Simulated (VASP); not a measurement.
Write the native input for VASP 6.6.1 that does the following.

```yaml
Task: single point
Functional: PBE
Potentials_or_basis: VASP PAW PBE potentials, release 64 (B, N)
Cutoff: 600 eV
k_mesh: 3 × 3 × 3
Occupations: gaussian, width 0.01 eV
Spin: no spin polarisation
Dipole_correction: no
Further_INCAR_settings: ALGO = Normal; EDIFF = 1e-06; NBANDS = 11
```

The structure of BN lies in POSCAR:

```
BN
1.0
    0.0000000000      1.7109940800      1.7109940800
    1.7109940800      0.0000000000      1.7109940800
    1.7109940800      1.7109940800      0.0000000000
B N
1 1
Direct
    0.0000000000      0.0000000000      0.0000000000
    0.2500000000      0.2500000000      0.2500000000
```

The input as run:

INCAR

```
SYSTEM = BN
  PREC = Accurate
  ENCUT = 600
  EDIFF = 1E-6
  ISMEAR = 0
  SIGMA = 0.01
  LREAL = .FALSE.
  LASPH = .TRUE.
  NELM = 120
  ALGO = Normal
  ISIF = 2
  LWAVE = .FALSE.
  LCHARG = .FALSE.
  GGA = PE
  NBANDS = 11
  GGA_COMPAT = .FALSE.
```

KPOINTS

```
Automatic mesh
0
G
  3 3 3
  0 0 0
```

Potentials or basis: VASP PAW PBE potentials, release 64 (B, N).

Launch:

```sh
$ cat potpaw_PBE.64/B/POTCAR potpaw_PBE.64/N/POTCAR > POTCAR
$ mpirun -np 1 vasp_std > vasp.out
```

It gave:

```json
{
 "Pressure": "93.3 GPa",
 "Band gap on the k mesh": "6.02 eV, indirect (least direct gap 9.50 eV)"
}
```

Caveat: the k points lie up to 1.06 Å⁻¹ apart.

Run time: 2 s on 1 thread of Intel(R) Xeon(R) Platinum 8488C (Sapphire Rapids) (shared host), peak memory 0.11 GiB.
